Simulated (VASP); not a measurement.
A run of VASP 6.6.1 is set up as follows.

Contents of INCAR:

```
SYSTEM = W16N
ALGO = Normal
EDIFF = 1E-7
ENCUT = 520
GGA = PS
ISIF = 2
ISMEAR = -1
LASPH = .True.
LCHARG = .False.
LREAL = Auto
LWAVE = .False.
NBANDS = 128
NELM = 80
PREC = Accurate
SIGMA = 0.1
```

The input KPOINTS:

```
k-points
0
Gamma
  3 3 3
  0 0 0
```

POSCAR

```
W16N
1.0
    6.3200000000      0.0000000000      0.0000000000
    0.0000000000      6.3200000000      0.0000000000
    0.0000000000      0.0000000000      6.3200000000
W N
16 1
Direct
   -0.0017612342     -0.0019325949     -0.0053620253
    0.5013280063     -0.0019327532     -0.0053615506
   -0.0412895570      0.5046753165     -0.0054159810
    0.0024852848     -0.0016433544      0.4946362342
    0.2497835443      0.2458443038      0.2482623418
    0.5408572785      0.5046757911     -0.0054147152
    0.4970816456     -0.0016433544      0.4946363924
    0.7497838608      0.2464487342      0.2510194620
   -0.0015238924      0.5010452532      0.4946537975
    0.2497840190      0.7521814873      0.2453224684
    0.2497833861      0.2459865506      0.7411155063
    0.5010909810      0.5010449367      0.4946539557
    0.7497844937      0.7608170886      0.2524267405
    0.7497832278      0.2464177215      0.7382169304
    0.2497840190      0.7523128165      0.7438287975
    0.7497837025      0.7608517405      0.7367974684
    0.2497838608      0.4575650316     -0.0051126582
```

Potentials or basis: VASP PAW PBE potentials, release 64 (W_sv, N).

Launch:

```sh
$ cat potpaw_PBE.64/W_sv/POTCAR potpaw_PBE.64/N/POTCAR > POTCAR
$ mpirun -np 1 vasp_std > vasp.out
```

(1) Predict the pressure.

(2) Estimate the largest force.

(3) What does it give for the band gap on the k mesh?

## Answers

(1) 9.8 GPa.

(2) 1.114 eV/Å.

(3) zero (an odd number of electrons rules out a gap without spin polarisation).

Caveat: the PAW data sets were made with another functional, which shifts forces and pressure a little; spin-orbit coupling is left out, which moves the levels of the heavy elements.
